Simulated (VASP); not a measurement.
Input of a VASP 6.6.1 run:

Contents of INCAR:

```
SYSTEM = Ca
ALGO = Normal ; EDIFF = 1E-6
ENCUT = 520 ; GGA = CA
ISIF = 2 ; ISMEAR = 0
LASPH = .TRUE. ; LCHARG = .TRUE.
LELF = .TRUE. ; LREAL = .FALSE.
LVHAR = .TRUE. ; LWAVE = .FALSE.
NBANDS = 11 ; NELM = 100
PREC = Accurate ; SIGMA = 0.15
```

Contents of KPOINTS:

```
k-points
0
G
  14 14 14
  0 0 0
```

Contents of POSCAR:

```
Ca
1.0
    3.3839966498      0.0000000000      0.0000000000
    0.0000000000      3.4886563400      0.0000000000
    0.0000000000      0.0000000000      3.4886563400
Ca
1
Direct
    0.0000000000      0.0000000000      0.0000000000
```

Potentials or basis: VASP PAW LDA potentials, release 64 (Ca_sv).

Launch:

```sh
$ cat potpaw_LDA.64/Ca_sv/POTCAR > POTCAR
$ mpirun -np 1 vasp_std > vasp.out
```

Predict the band gap on the k mesh.

zero (band 5 reaches 2.37 eV, above the bottom of band 6 at 1.32 eV).

Predict the pressure.

-0.9 GPa.

Stress tensor (GPa, compression positive):
```
 0.18  0.00  0.00
 0.00 -1.47  0.00
 0.00  0.00 -1.47
```

Caveat: the cell differs from its parent crystal (strain -0.0300 x Voigt [1, 0, 0, 0, 0, 0]).
